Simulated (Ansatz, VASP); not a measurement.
## One calculation of Zn, two programs

Contents of POSCAR:

```
Zn
1.0
    2.6187264646      0.0000000000      0.0000000000
   -1.3093632323      2.2678836439      0.0000000000
    0.0000000000      0.0000000000      4.8388970683
Zn
2
Direct
    0.3333333333      0.6666666667      0.2500000000
    0.6666666667      0.3333333333      0.7500000000
```

INCAR.step1

```
SYSTEM = Zn
ALGO = Normal
EDIFF = 1E-4
ENCUT = 520
GGA = PE
ISMEAR = -1
LASPH = .TRUE.
LCHARG = .FALSE.
LREAL = .FALSE.
LWAVE = .TRUE.
NBANDS = 19
NELM = 100
PREC = Accurate
SIGMA = 0.1
```

The input INCAR.step2:

```
SYSTEM = Zn
ALGO = Normal
EDIFF = 1E-6
ENCUT = 520
ISIF = 2
ISMEAR = -1
ISTART = 1
LASPH = .TRUE.
LCHARG = .FALSE.
LMIXTAU = .TRUE.
LREAL = .FALSE.
LWAVE = .FALSE.
METAGGA = R2SCAN
NBANDS = 19
NELM = 100
PREC = Accurate
SIGMA = 0.1
```

The input KPOINTS:

```
k-points
0
G
  11 11 5
  0 0 0
```

Input for Ansatz:

```yaml
crystal:
  lattice:
    - [2.6187264646, 0.0, 0.0]
    - [-1.3093632323, 2.2678836439, 0.0]
    - [0.0, 0.0, 4.8388970683]
  atoms:
    - { symbol: Zn, position: [0.3333333333, 0.6666666667, 0.25] }
    - { symbol: Zn, position: [0.6666666667, 0.3333333333, 0.75] }
hamiltonian:
  xc: r2scan
  pseudopotentials:
    kind: paw
    azcp:
      Zn: "pseudopotentials/Zn.paw.azcp"
basis:
  ecutwfc: 500
  fft_grid_basis: typed
kpoints:
  mp_grid: { grid: [11, 11, 5], shift: [0, 0, 0] }
magnetization:
  spin_polarized: false
scf:
  occupations: { method: fermi_dirac, width: 0.1 }
  lower_state_search: "off"
output:
  stress: true
  write_density: true
  write_potential: true
  elf: true
  volumetric_format: npy
```

Alike in both runs: task single point; functional r2SCAN; k mesh 11 × 11 × 5; occupations fermi-dirac, width 0.1 eV; no spin polarisation.

|  | VASP | Ansatz |
| --- | --- | --- |
| version | VASP 6.6.1 | Ansatz 0.2.0 |
| potentials or method | VASP PAW PBE potentials, release 64 (Zn), cutoff 520 eV | plane waves (500 eV) with PAW, scalar-relativistic |
| valence electrons in the cell | 24 | 24 |

```tsv
	VASP	Ansatz	Ansatz less VASP
pressure (GPa)	0.7	0.2	-0.50
traceless stress, the component that is largest in VASP (GPa)	-2.33	-2.21	+0.123
```

VASP's potentials were made for PBE, not for r2SCAN. The functional is the same, so the differences come from potentials, cutoffs and numerics.
